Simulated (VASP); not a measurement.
# LiCl (P4_12_12) in VASP: settings compared

The runs below take LiCl through single point, with PBE, LDA.

All numbers are computed with VASP 6.6.1; they aren't measurements. Logs are shortened: lines on timing, memory, paths and dates and some standing lists are left out, and cuts for length are marked.

## 1. The cell of the first run

The structure is tetragonal, space group P4_12_12 (No. 92). The conventional cell has a = 6.559 Å, b = 6.559 Å, c = 3.510 Å, α = 90.00°, β = 90.00°, γ = 90.00°. Within 3.1 Å of Li (site symmetry 2) lie 4 Cl at 2.34 to 2.36 Å. Cl (site symmetry 2) has 4 Li at 2.34 to 2.36 Å within 3.1 Å.

## 2. Single point, PBE (volume scaled by 0.91, then relaxed in part)

INCAR

```
SYSTEM = LiCl
ALGO = Normal ; EDIFF = 1E-7
ENCUT = 520 ; GGA = PE
ISIF = 2 ; ISMEAR = 0
LASPH = .True. ; LCHARG = .True.
LELF = .True. ; LREAL = .False.
LVHAR = .True. ; LWAVE = .False.
NBANDS = 30 ; NELM = 80
PREC = Accurate ; SIGMA = 0.02
```

KPOINTS

```
k-points
0
Gamma
  4 4 6
  0 0 0
```

POSCAR

```
LiCl
1.0
    6.5591064849      0.0000000000      0.0000000000
    0.0000000000      6.5591064849      0.0000000000
    0.0000000000      0.0000000000      3.5104866072
Li Cl
4 4
Direct
    0.6614830212      0.6614830212      0.5000000000
    0.1614830212      0.8385169788      0.2500000000
    0.3385169788      0.3385169788      0.0000000000
    0.8385169788      0.1614830212      0.7500000000
    0.8282804733      0.8282804733      0.0000000000
    0.3282804733      0.6717195267      0.7500000000
    0.1717195267      0.1717195267      0.5000000000
    0.6717195267      0.3282804733      0.2500000000
```

Potentials or basis: VASP PAW PBE potentials, release 64 (Li_sv, Cl).

Run with:

```sh
> cat potpaw_PBE.64/Li_sv/POTCAR potpaw_PBE.64/Cl/POTCAR > POTCAR
> mpirun -np 1 vasp_std > vasp.out
```

OUTCAR:

```text
SYSTEM = LiCl
   EDIFF = 1E-7
   ENCUT = 520
   GGA = PE
   ISIF = 2
   ISMEAR = 0
   LASPH = .True.
   LREAL = .False.
   NELM = 80
   PREC = Accurate

 ion  position               nearest neighbor table
   1  0.661  0.661  0.500-   5 2.34   5 2.34   8 2.36   6 2.36
   2  0.161  0.839  0.250-   6 2.34   6 2.34   7 2.36   5 2.36
   3  0.339  0.339  0.000-   7 2.34   7 2.34   8 2.36   6 2.36
   4  0.839  0.161  0.750-   8 2.34   8 2.34   5 2.36   7 2.36
   5  0.828  0.828  0.000-   1 2.34   1 2.34   4 2.36   2 2.36
   6  0.328  0.672  0.750-   2 2.34   2 2.34   3 2.36   1 2.36
   7  0.172  0.172  0.500-   3 2.34   3 2.34   4 2.36   2 2.36
   8  0.672  0.328  0.250-   4 2.34   4 2.34   1 2.36   3 2.36

  LATTYP: Found a simple tetragonal cell.
 ALAT       =     6.5591064849
 C/A-ratio  =     0.5352080524

  Lattice vectors:

 A1 = (   6.5591064849,   0.0000000000,   0.0000000000)
 A2 = (   0.0000000000,   6.5591064849,   0.0000000000)
 A3 = (   0.0000000000,   0.0000000000,   3.5104866072)

Analysis of symmetry for initial positions (statically):
=====================================================================
 Subroutine PRICEL returns:
 Original cell was already a primitive cell.

 Routine SETGRP: Setting up the symmetry group for a
 simple tetragonal supercell.

 Subroutine GETGRP returns: Found  8 space group operations
 (whereof  2 operations were pure point group operations)
 out of a pool of 16 trial point group operations.

The static configuration has the point symmetry C_2 .
 The point group associated with its full space group is D_4 .

Analysis of symmetry for dynamics (positions and initial velocities):
=====================================================================
 Subroutine PRICEL returns:
 Original cell was already a primitive cell.

 Routine SETGRP: Setting up the symmetry group for a
 simple tetragonal supercell.

 Subroutine GETGRP returns: Found  8 space group operations
 (whereof  2 operations were pure point group operations)
 out of a pool of 16 trial point group operations.

The dynamic configuration has the point symmetry C_2 .
 The point group associated with its full space group is D_4 .

 Subroutine INISYM returns: Found  8 space group operations
 (whereof  2 operations are pure point group operations),
 and found     1 'primitive' translations

----------------------------------------------------------------------------------------

                                     Primitive cell

  volume of cell :     151.0277

  direct lattice vectors                    reciprocal lattice vectors
     6.559106485  0.000000000  0.000000000     0.152459790  0.000000000  0.000000000
     0.000000000  6.559106485  0.000000000     0.000000000  0.152459790  0.000000000
     0.000000000  0.000000000  3.510486607     0.000000000  0.000000000  0.284860793

  length of vectors
     6.559106485  6.559106485  3.510486607     0.152459790  0.152459790  0.284860793

  position of ions in fractional coordinates (direct lattice)
     0.661483021  0.661483021  0.500000000
     0.161483021  0.838516979  0.250000000
     0.338516979  0.338516979  0.000000000
     0.838516979  0.161483021  0.750000000
     0.828280473  0.828280473  0.000000000
     0.328280473  0.671719527  0.750000000
     0.171719527  0.171719527  0.500000000
     0.671719527  0.328280473  0.250000000

  ion indices of the primitive-cell ions
   primitive index   ion index
                 1           1
                 2           2
                 3           3
                 4           4
                 5           5
                 6           6
                 7           7
                 8           8

----------------------------------------------------------------------------------------

 KPOINTS: k-points

Automatic generation of k-mesh.
 Grid dimensions read from file:
 generate k-points for:    4    4    6

 Generating k-lattice:

  Cartesian coordinates                     Fractional coordinates (reciprocal lattice)
     0.038114948  0.000000000  0.000000000     0.250000000  0.000000000  0.000000000
     0.000000000  0.038114948  0.000000000     0.000000000  0.250000000  0.000000000
     0.000000000  0.000000000  0.047476799     0.000000000  0.000000000  0.166666667

  Length of vectors
     0.038114948  0.038114948  0.047476799

  Shift w.r.t. Gamma in fractional coordinates (k-lattice)
     0.000000000  0.000000000  0.000000000

 Subroutine IBZKPT returns following result:
 ===========================================

 Found     24 irreducible k-points:

 Following reciprocal coordinates:
            Coordinates               Weight
  0.000000  0.000000  0.000000      1.000000
  0.250000  0.000000  0.000000      4.000000
  0.500000  0.000000  0.000000      2.000000
  0.250000  0.250000  0.000000      4.000000
  0.500000  0.250000  0.000000      4.000000
  0.500000  0.500000  0.000000      1.000000
[... 16 lines left out ...]
  0.500000  0.250000  0.500000      4.000000
  0.500000  0.500000  0.500000      1.000000
   k-points           NKPTS =     24   k-points in BZ     NKDIM =     24   number of bands    NBANDS=     30
   number of dos      NEDOS =    301   number of ions     NIONS =      8
   total plane-waves  NPLWV =  70000
   dimension x,y,z NGX =    50 NGY =   50 NGZ =   28
   dimension x,y,z NGXF=   100 NGYF=  100 NGZF=   56
   ions per type =               4   4
   NGX,Y,Z   is equivalent  to a cutoff of  12.67, 12.67, 13.26 a.u.
   NGXF,Y,Z  is equivalent  to a cutoff of  25.35, 25.35, 26.52 a.u.
 SYSTEM =  LiCl
   PREC   = accura    normal or accurate (medium, high low for compatibility)
   ISTART =      0    job   : 0-new  1-cont  2-samecut
   ICHARG =      2    charge: 1-file 2-atom 10-const
   ISPIN  =      1    spin polarized calculation?
   LNONCOLLINEAR =      F non collinear calculations
   LSORBIT =      F    spin-orbit coupling
   LASPH  =      T    aspherical Exc in radial PAW
   ENCUT  =  520.0 eV  38.22 Ry    6.18 a.u.  12.20 12.20  6.53*2*pi/ulx,y,z
   NELM   =     80;   NELMIN=  2; NELMDL= -5     # of ELM steps
   EDIFF  = 0.1E-06   stopping-criterion for ELM
   LREAL  =      F    real-space projection
   EDIFFG = 0.1E-05   stopping-criterion for IOM
   NSW    =      0    number of steps for IOM
   IBRION =     -1    ionic relax: 0-MD 1-quasi-New 2-CG
   NFREE  =      0    steps in history (QN), initial steepest desc. (CG)
   ISIF   =      2    stress and relaxation
   ISYM   =      2    0-nonsym 1-usesym 2-fastsym
   POTIM  = 0.5000    time-step for ionic-motion
   TEBEG  =    0.0;   TEEND  =   0.0 temperature during run
   PSTRESS=    0.0 pullay stress
   NELECT =      40.0000    total number of electrons
   NUPDOWN=      -1.0000    fix difference up-down
   EMIN   =  10.00;   EMAX   =-10.00  energy-range for DOS
   EFERMI =   0.00;   METHOD = LEGACY
   ISMEAR =     0;   SIGMA  =   0.02  broadening in eV -4-tet -1-fermi 0-gaus
   EFERMI_NEDOS =   21; number of points for ismear=-14 and -15
   IALGO  =     38    algorithm
   IMIX   =      4    mixing-type and parameters
     AMIX     =   0.40;   BMIX     =  1.00
     AMIX_MAG =   1.60;   BMIX_MAG =  1.00
  volume/ion in A,a.u.               =      18.88       127.40
  Fermi-wavevector in a.u.,A,eV,Ry     =   1.051339  1.986742 15.038694  1.105313
  Thomas-Fermi vector in A             =   2.186378
   LORBIT       =      0    0 simple, 1 ext, 2 COOP (PROOUT), +10 PAW based schemes
   GGA     = PE    functional components
   LHFCALC =     F    Hartree Fock is set to
   AEXX    =    0.0000 exact exchange contribution
   IVDW    =     0    specifies the selected vdW correction
   LEPSILON=     F    determine dielectric tensor
   LRPA    =     F    only Hartree local field effects (RPA)
 non-spin polarized calculation
 Gauss-broadening in eV      SIGMA  =   0.02
  energy-cutoff  :      520.00
  volume of cell :      151.03
 maximum number of plane-waves:      4140
 NGX is ok and might be reduce to    50
   NGX = 25   NGY = 25   NGZ = 13

 number of electron      39.9999985 magnetization

 Free energy of the ion-electron system (eV)
  ---------------------------------------------------
  ext. energy  EPLUGINS =         0.00000000
  ---------------------------------------------------
  free energy    TOTEN  =       -29.16882803 eV

  energy without entropy =      -29.16882803  energy(sigma->0) =      -29.16882803

 E-fermi :  -0.2582     XC(G=0):  -8.0325

 val. band max:       -0.3582079315   @ k =   0.2500   0.2500   0.0000
 cond. band min:       5.6245752091   @ k =   0.0000   0.0000   0.0000
 fundamental gap:      5.9827831406
 Fermi energy:        -0.2581820668

 k-point     1 :       0.0000    0.0000    0.0000
  band No.  band energies     occupation
      1     -43.5207      2.00000
      2     -43.5180      2.00000
      3     -43.5176      2.00000
      4     -43.5176      2.00000
      5     -13.5587      2.00000
      6     -13.1362      2.00000
[... 22 lines left out ...]
     29      10.0375      0.00000
     30      10.4861      0.00000

 k-point     2 :       0.2500    0.0000    0.0000
  band No.  band energies     occupation
      1     -43.5203      2.00000
      2     -43.5186      2.00000
      3     -43.5175      2.00000
      4     -43.5173      2.00000
      5     -13.5123      2.00000
      6     -13.2416      2.00000
[... 22 lines left out ...]
     29      10.0784      0.00000
     30      10.3391      0.00000

 k-point     3 :       0.5000    0.0000    0.0000
  band No.  band energies     occupation
      1     -43.5195      2.00000
      2     -43.5195      2.00000
      3     -43.5174      2.00000
      4     -43.5174      2.00000
      5     -13.3905      2.00000
      6     -13.3905      2.00000
[... 682 lines left out ...]
     29      10.2063      0.00000
     30      10.2067      0.00000

 k-point    24 :       0.5000    0.5000    0.5000
  band No.  band energies     occupation
      1     -43.5169      2.00000
      2     -43.5169      2.00000
      3     -43.5169      2.00000
      4     -43.5169      2.00000
      5     -12.9807      2.00000
      6     -12.9807      2.00000
[... 22 lines left out ...]
     29      10.4434      0.00000
     30      10.4434      0.00000

------------------------ aborting loop because EDIFF is reached ----------------------------------------

  FORCE on cell =-STRESS in cart. coord.  units (eV):
  Direction    XX          YY          ZZ          XY          YZ          ZX
  --------------------------------------------------------------------------------------
  -------------------------------------------------------------------------------------
  Total        2.6217101      2.6217101      2.6506513      0.0000000     -0.0000000      0.0000000
  in kB       27.8124061     27.8124061     28.1194292      0.0000000     -0.0000000      0.0000000
  external PRESSURE =      27.9147471 kB  Pullay stress =       0.0000000 kB

 VOLUME and BASIS-vectors are now :
 -----------------------------------------------------------------------------
  energy-cutoff  :      520.00
  volume of cell :      151.03
      direct lattice vectors                 reciprocal lattice vectors
     6.559106485  0.000000000  0.000000000     0.152459790  0.000000000  0.000000000
     0.000000000  6.559106485  0.000000000     0.000000000  0.152459790  0.000000000
     0.000000000  0.000000000  3.510486607     0.000000000  0.000000000  0.284860793

 POSITION                                       TOTAL-FORCE (eV/Angst)
 -----------------------------------------------------------------------------------
      4.33874      4.33874      1.75524        -0.003489     -0.003489      0.000000
      1.05918      5.49992      0.87762        -0.003489      0.003489      0.000000
      2.22037      2.22037      0.00000         0.003489      0.003489      0.000000
      5.49992      1.05918      2.63286         0.003489     -0.003489     -0.000000
      5.43278      5.43278      0.00000         0.004853      0.004853      0.000000
      2.15323      4.40588      2.63286         0.004853     -0.004853      0.000000
      1.12633      1.12633      1.75524        -0.004853     -0.004853      0.000000
      4.40588      2.15323      0.87762        -0.004853      0.004853      0.000000
 -----------------------------------------------------------------------------------
    total drift:                                0.000000     -0.000000     -0.000000

  FREE ENERGIE OF THE ION-ELECTRON SYSTEM (eV)
  ---------------------------------------------------
  free  energy   TOTEN  =       -29.1688280306 eV

  energy  without entropy=      -29.1688280306  energy(sigma->0) =      -29.16882803
```

Run time: 58 s. Hardware: 1 thread of Intel Xeon 6975P-C (Granite Rapids), shared host; peak memory 0.27 GiB.

What came out:

```
Free energy            : -29.1688 eV
Largest force          : 0.007 eV/Å
Band gap on the k mesh : 5.98 eV, indirect (least direct gap 6.06 eV)
```

Forces on the atoms (eV/Å):
```
Li  -0.003 -0.003  0.000
Li  -0.003  0.003  0.000
Li   0.003  0.003  0.000
Li   0.003 -0.003  0.000
Cl   0.005  0.005  0.000
Cl   0.005 -0.005  0.000
Cl  -0.005 -0.005  0.000
Cl  -0.005  0.005  0.000
```

Caveat: the cutoff is under 1.25 times the usual one of these potentials, so pressure, stress and relaxed cells hold a basis-set (Pulay) error.

[end of part 1 of 2]
